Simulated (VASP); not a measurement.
A run of VASP 6.6.1 is set up as follows.

Contents of INCAR:

```
SYSTEM = Ti
ALGO = Normal
EDIFF = 1E-6
EDIFFG = -0.02
ENCUT = 600
GGA = PS
IBRION = 2
ISIF = 3
ISMEAR = -1
IVDW = 12
LASPH = .TRUE.
LCHARG = .FALSE.
LREAL = .FALSE.
LWAVE = .FALSE.
NELM = 100
NSW = 80
PREC = Accurate
SIGMA = 0.05
```

KPOINTS

```
k-points
0
G
  11 11 11
  0 0 0
```

Contents of POSCAR:

```
Ti
1.0
   -1.6410000000      1.6410000000      1.6410000000
    1.6410000000     -1.6410000000      1.6410000000
    1.6410000000      1.6410000000     -1.6410000000
Ti
1
Direct
    0.0000000000      0.0000000000      0.0000000000
```

Potentials or basis: VASP PAW PBE potentials, release 64 (Ti_sv).

Command:

```console
$ cat potpaw_PBE.64/Ti_sv/POTCAR > POTCAR
$ mpirun -np 1 vasp_std > vasp.out
```

**Question.** Predict the dispersion energy per atom.

**Answer.** -0.669 eV.

**Question.** Predict the relaxed volume.

**Answer.** 15.59 Å³/atom.

**Question.** Estimate the band gap on the k mesh.

**Answer.** Zero (band 6 reaches 10.22 eV, above the bottom of band 7 at 8.42 eV).

Final structure:
```cif
data_structure
_symmetry_space_group_name_H-M 'P 1'
_symmetry_Int_Tables_number 1
_cell_length_a 2.7256
_cell_length_b 2.7256
_cell_length_c 2.7256
_cell_angle_alpha 109.471
_cell_angle_beta 109.471
_cell_angle_gamma 109.471
_cell_volume 15.59
loop_
_atom_site_label
_atom_site_type_symbol
_atom_site_fract_x
_atom_site_fract_y
_atom_site_fract_z
_atom_site_occupancy
Ti1 Ti 0.00000 0.00000 0.00000 1
```

Caveat: the PAW data sets were made with another functional, which shifts forces and pressure a little; the volume moved by -12 % from the deposited cell, more than functionals usually miss; pairwise dispersion overbinds metals, which lowers pressure and volume.
